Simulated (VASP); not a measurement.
Crystal: Nb.

```
Nb
1.0
    -1.63603    1.63603    1.63603
     1.63603   -1.63603    1.63603
     1.63603    1.63603   -1.63603
Nb
1
Cartesian
  0.0000 0.0000 0.0000
```

Base run:

| Item | Value |
| --- | --- |
| Program | VASP 6.6.1 |
| Functional | PBE |
| Potentials or basis | VASP PAW PBE potentials, release 64 (Nb_sv) |
| Cutoff | 520 eV |
| k mesh | 11 × 11 × 11 |
| Occupations | fermi-dirac, width 0.05 eV |
| Spin | no spin polarisation |

Its results: pressure 6.8 GPa.

**Question.** The run is repeated on the same cell with these changes: functional from PBE to r2SCAN. What comes out?

**Answer.** Pressure 6.0 GPa.

Caveats: the PAW data sets were made with another functional, which shifts forces and pressure a little (some runs).
